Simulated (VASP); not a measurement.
Input of a VASP 6.6.1 run:

The input INCAR:

```
  ALGO = Normal
  EDIFF = 1E-6
  ENCUT = 520
  GGA = PE
  ISIF = 2
  ISMEAR = 0
  LASPH = T
  LCHARG = F
  LREAL = F
  LWAVE = F
  NBANDS = 18
  NELM = 80
  PREC = Accurate
  SIGMA = 0.1
```

File KPOINTS:

```
k-points
0
Gamma
  12 12 8
```

File POSCAR:

```
Sc
1.0
    3.3182443487      0.0000000029      0.0000000000
   -1.6591221769      2.8736839005      0.0000000000
    0.0000000000      0.0000000000      5.1654724143
Sc
2
Direct
    0.3333333333      0.6666666667      0.2500000000
    0.6666666667      0.3333333333      0.7500000000
```

Potentials or basis: VASP PAW PBE potentials, release 64 (Sc_sv).

The run is started by

```bash
$ cat potpaw_PBE.64/Sc_sv/POTCAR > POTCAR
$ mpirun -np 1 vasp_std > vasp.out
```

What does it give for the pressure?

0.0 GPa.

Predict the band gap on the k mesh.

zero (band 11 reaches 4.66 eV, above the bottom of band 12 at 3.19 eV).
